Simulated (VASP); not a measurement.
# BN (Fm-3m) in VASP: a series of runs, part 2 of 2

VASP 6.6.1. The steps go on from the part before.

## (4) Single point, HSE06

Contents of POSCAR:

```
BN
1.0
    0.0000000000      1.7458259346      1.7458259346
    1.7458259346      0.0000000000      1.7458259346
    1.7458259346      1.7458259346      0.0000000000
B N
1 1
Direct
    0.0000000000      0.0000000000      0.0000000000
    0.5000000000      0.5000000000      0.5000000000
```

Contents of INCAR.step1:

```
SYSTEM = BN
ALGO     = Normal         ! electronic algorithm
EDIFF    = 1E-5           ! SCF threshold, eV
ENCUT    = 520            ! plane-wave cutoff, eV
GGA      = PE             ! functional
ISIF     = 2              ! what is computed and relaxed
ISMEAR   = 0              ! smearing method
LASPH    = .True.         ! aspherical terms in the spheres
LCHARG   = .False.        ! write CHGCAR
LREAL    = .False.        ! projectors in reciprocal space
LWAVE    = .True.         ! write WAVECAR
NBANDS   = 11             ! bands
NELM     = 100            ! most SCF steps
PREC     = Accurate       ! precision mode
SIGMA    = 0.01           ! smearing width, eV
```

Contents of INCAR.step2:

```
SYSTEM = BN
ALGO     = Normal         ! electronic algorithm
EDIFF    = 1E-6           ! SCF threshold, eV
ENCUT    = 520            ! plane-wave cutoff, eV
GGA      = PE             ! functional
HFSCREEN = 0.2079         ! screening, 1/A
ISIF     = 2              ! what is computed and relaxed
ISMEAR   = 0              ! smearing method
ISTART   = 1            
LASPH    = .True.         ! aspherical terms in the spheres
LCHARG   = .False.        ! write CHGCAR
LHFCALC  = .True.         ! exact exchange
LREAL    = .False.        ! projectors in reciprocal space
LWAVE    = .False.        ! write WAVECAR
NBANDS   = 11             ! bands
NELM     = 100            ! most SCF steps
PREC     = Accurate       ! precision mode
PRECFOCK = Normal       
SIGMA    = 0.01           ! smearing width, eV
```

Contents of KPOINTS:

```
k-points
0
Gamma
  6 6 6
  0 0 0
```

Potentials or basis: VASP PAW PBE potentials, release 64 (B, N).

Launch:

```sh
cat potpaw_PBE.64/B/POTCAR potpaw_PBE.64/N/POTCAR > POTCAR
cp INCAR.step1 INCAR
mpirun -np 1 vasp_std > vasp.out
cp INCAR.step2 INCAR
mpirun -np 1 vasp_std > vasp.out
```

OUTCAR:

```text
SYSTEM = BN
   EDIFF = 1E-6
   ENCUT = 520
   GGA = PE
   HFSCREEN = 0.2079
   ISIF = 2
   ISMEAR = 0
   ISTART = 1
   LASPH = .True.
   LHFCALC = .True.
   LREAL = .False.
   NELM = 100
   PREC = Accurate
   PRECFOCK = Normal

 ion  position               nearest neighbor table
   1  0.000  0.000  0.000-   2 1.75   2 1.75   2 1.75   2 1.75   2 1.75   2 1.75
   2  0.500  0.500  0.500-   1 1.75   1 1.75   1 1.75   1 1.75   1 1.75   1 1.75

  LATTYP: Found a face centered cubic cell.
 ALAT       =     3.4916518692

  Lattice vectors:

 A1 = (   0.0000000000,   1.7458259346,   1.7458259346)
 A2 = (   1.7458259346,   0.0000000000,   1.7458259346)
 A3 = (   1.7458259346,   1.7458259346,   0.0000000000)

Analysis of symmetry for initial positions (statically):
=====================================================================
 Subroutine PRICEL returns:
 Original cell was already a primitive cell.

 Routine SETGRP: Setting up the symmetry group for a
 face centered cubic supercell.

 Subroutine GETGRP returns: Found 48 space group operations
 (whereof 48 operations were pure point group operations)
 out of a pool of 48 trial point group operations.

The static configuration has the point symmetry O_h .

Analysis of symmetry for dynamics (positions and initial velocities):
=====================================================================
 Subroutine PRICEL returns:
 Original cell was already a primitive cell.

 Routine SETGRP: Setting up the symmetry group for a
 face centered cubic supercell.

 Subroutine GETGRP returns: Found 48 space group operations
 (whereof 48 operations were pure point group operations)
 out of a pool of 48 trial point group operations.

The dynamic configuration has the point symmetry O_h .

 Subroutine INISYM returns: Found 48 space group operations
 (whereof 48 operations are pure point group operations),
 and found     1 'primitive' translations

----------------------------------------------------------------------------------------
[... 119 lines left out ...]
   ENCUTFOCK=  -1.0 apply spherical cutoff to Coloumb kernel
   IVDW    =     0    specifies the selected vdW correction
   LEPSILON=     F    determine dielectric tensor
   LRPA    =     F    only Hartree local field effects (RPA)
 non-spin polarized calculation
 Gauss-broadening in eV      SIGMA  =   0.01
  energy-cutoff  :      520.00
  volume of cell :       10.64
 maximum number of plane-waves:       302
  NGX = 14; NGY = 14; NGZ = 14

 number of electron       7.9999998 magnetization

 Free energy of the ion-electron system (eV)
  ---------------------------------------------------
  ext. energy  EPLUGINS =         0.00000000
  ---------------------------------------------------
  free energy    TOTEN  =       -16.56559055 eV

  energy without entropy =      -16.56559055  energy(sigma->0) =      -16.56559055

 E-fermi :   9.9364     XC(G=0): -11.1949

 val. band max:        9.8508766428   @ k =  -0.1667   0.1667   0.0000
 cond. band min:      12.0207029619   @ k =   0.5000   0.5000   0.0000
 fundamental gap:      2.1698263191
 Fermi energy:         9.9363752744

 k-point     1 :       0.0000    0.0000    0.0000
  band No.  band energies     occupation
      1     -14.8479      2.00000
      2       8.7836      2.00000
      3       8.7836      2.00000
      4       8.7836      2.00000
      5      20.7070      0.00000
      6      23.9142      0.00000
      7      23.9142      0.00000
      8      23.9142      0.00000
      9      29.8547      0.00000
     10      29.8547      0.00000
     11      29.8547      0.00000
[... 197 lines left out ...]
 k-point    16 :      -0.3333    0.5000    0.1667
  band No.  band energies     occupation
      1      -6.1093      2.00000
      2      -1.9723      2.00000
      3       1.1999      2.00000
      4       2.5147      2.00000
      5      15.5427      0.00000
      6      22.3756      0.00000
      7      23.9516      0.00000
      8      27.5297      0.00000
      9      28.1779      0.00000
     10      36.6097      0.00000
     11      51.0239      0.00000

------------------------ aborting loop because EDIFF is reached ----------------------------------------

  FORCE on cell =-STRESS in cart. coord.  units (eV):
  Direction    XX          YY          ZZ          XY          YZ          ZX
  --------------------------------------------------------------------------------------
  -------------------------------------------------------------------------------------
  Total       -0.5476464     -0.5476464     -0.5476464     -0.0000000     -0.0000000      0.0000000
  in kB      -82.4475940    -82.4475940    -82.4475940     -0.0000000     -0.0000000      0.0000000
  external PRESSURE =     -82.4475940 kB  Pullay stress =       0.0000000 kB

 VOLUME and BASIS-vectors are now :
 -----------------------------------------------------------------------------
  energy-cutoff  :      520.00
  volume of cell :       10.64
      direct lattice vectors                 reciprocal lattice vectors
     0.000000000  1.745825935  1.745825935    -0.286397395  0.286397395  0.286397395
     1.745825935  0.000000000  1.745825935     0.286397395 -0.286397395  0.286397395
     1.745825935  1.745825935  0.000000000     0.286397395  0.286397395 -0.286397395

 POSITION                                       TOTAL-FORCE (eV/Angst)
 -----------------------------------------------------------------------------------
      0.00000      0.00000      0.00000        -0.000000      0.000000     -0.000000
      1.74583      1.74583      1.74583         0.000000     -0.000000      0.000000
 -----------------------------------------------------------------------------------
    total drift:                                0.000000      0.000000      0.000000

  FREE ENERGIE OF THE ION-ELECTRON SYSTEM (eV)
  ---------------------------------------------------
  free  energy   TOTEN  =       -16.5655905532 eV

  energy  without entropy=      -16.5655905532  energy(sigma->0) =      -16.56559055
```

OUTCAR.step1:

```text
SYSTEM = BN
   EDIFF = 1E-5
   ENCUT = 520
   GGA = PE
   ISIF = 2
   ISMEAR = 0
[... 435 lines left out ...]
      0.00000      0.00000      0.00000        -0.000000     -0.000000     -0.000000
      1.74583      1.74583      1.74583         0.000000      0.000000      0.000000
 -----------------------------------------------------------------------------------
    total drift:                               -0.000000     -0.000000     -0.000000

  FREE ENERGIE OF THE ION-ELECTRON SYSTEM (eV)
  ---------------------------------------------------
  free  energy   TOTEN  =       -13.9221130955 eV

  energy  without entropy=      -13.9221130955  energy(sigma->0) =      -13.92211310
```

Wall time 98 s (1 thread of Intel Xeon 6975P-C, shared host); peak memory 0.22 GiB.

Results:

- Free energy: -16.5656 eV
- Pressure: -8.2 GPa
- Band gap on the k mesh: 2.17 eV, indirect (least direct gap 7.23 eV)

Caveat: the k points lie up to 0.52 Å⁻¹ apart; the PAW data sets were made with another functional, which shifts forces and pressure a little. A k mesh can miss the band edges.

## (5) Single point, HSE06

POSCAR is that of step 4.

Contents of INCAR.step1:

```
SYSTEM = BN
PREC = Accurate ; ENCUT = 520
EDIFF = 1E-5 ; ISMEAR = 0
SIGMA = 0.05 ; LREAL = .FALSE.
LASPH = .TRUE. ; NELM = 60
ALGO = Normal ; ISIF = 2
LWAVE = .TRUE. ; LCHARG = .FALSE.
NBANDS = 11 ; GGA = PE
```

Contents of INCAR.step2:

```
SYSTEM = BN
PREC = Accurate ; ENCUT = 520
EDIFF = 1E-7 ; ISMEAR = 0
SIGMA = 0.05 ; LREAL = .FALSE.
LASPH = .TRUE. ; NELM = 60
ALGO = Normal ; ISIF = 2
LWAVE = .FALSE. ; LCHARG = .FALSE.
GGA = PE ; LHFCALC = .TRUE.
HFSCREEN = 0.2079 ; PRECFOCK = Normal
NBANDS = 11 ; ISTART = 1
```

Contents of KPOINTS:

```
regular mesh
0
G
  6 6 6
  0 0 0
```

Launch:

```sh
cat potpaw_PBE.64/B/POTCAR potpaw_PBE.64/N/POTCAR > POTCAR
cp INCAR.step1 INCAR
mpirun -np 1 vasp_std > vasp.out
cp INCAR.step2 INCAR
mpirun -np 1 vasp_std > vasp.out
```

Run time: 2.8 min. Hardware: 1 thread of Intel Xeon 6975P-C, shared host; peak memory 0.22 GiB.

The run converged. Its results:

```yaml
Free_energy: -16.5656 eV
Pressure: -8.2 GPa
Band_gap_on_the_k_mesh: 2.17 eV, indirect (least direct gap 7.23 eV)
```

Levels at points of the mesh, in eV from the valence-band top:
| k point | band 1 | band 2 | band 3 | band 4 | band 5 | band 6 | band 7 | band 8 |
| --- | --- | --- | --- | --- | --- | --- | --- | --- |
| (0.00, 0.00, 0.00) | -24.70 | -1.07 | -1.07 | -1.07 | 10.86 | 14.06 | 14.06 | 14.06 |
| (0.50, 0.00, 0.00) | -19.11 | -13.86 | -0.75 | -0.75 | 6.48 | 6.48 | 8.68 | 15.79 |
| (0.50, 0.50, 0.00) | -16.10 | -13.02 | -6.22 | -6.22 | 2.17 | 9.92 | 16.87 | 16.87 |

Caveat: the k points lie up to 0.52 Å⁻¹ apart; the PAW data sets were made with another functional, which shifts forces and pressure a little. A k mesh can miss the band edges.

## (6) The runs side by side

```tsv
level	smearing	share of exact exchange	screening parameter	gap on the mesh (eV)	pressure (GPa)
PBE0	gaussian 0.01 eV	-	-	2.95	-8.4
PBE-based screened hybrid	gaussian 0.01 eV	1	0.2078 1/Å	5.69	-39.8
HSE06	gaussian 0.01 eV	-	0.2079 1/Å	2.17	-8.2
HSE06	gaussian 0.05 eV	-	0.2079 1/Å	2.17	-8.2
```

Alike in all rows: task single point; potentials or basis VASP PAW PBE potentials, release 64 (B, N); no spin polarisation; cell as given; k mesh 6 × 6 × 6; cutoff (eV) 520.

Caveats: all runs use coarse meshes; the PAW data sets were made with another functional, which shifts forces and pressure a little.

Absolute energies hang on the potentials; compare differences alone.
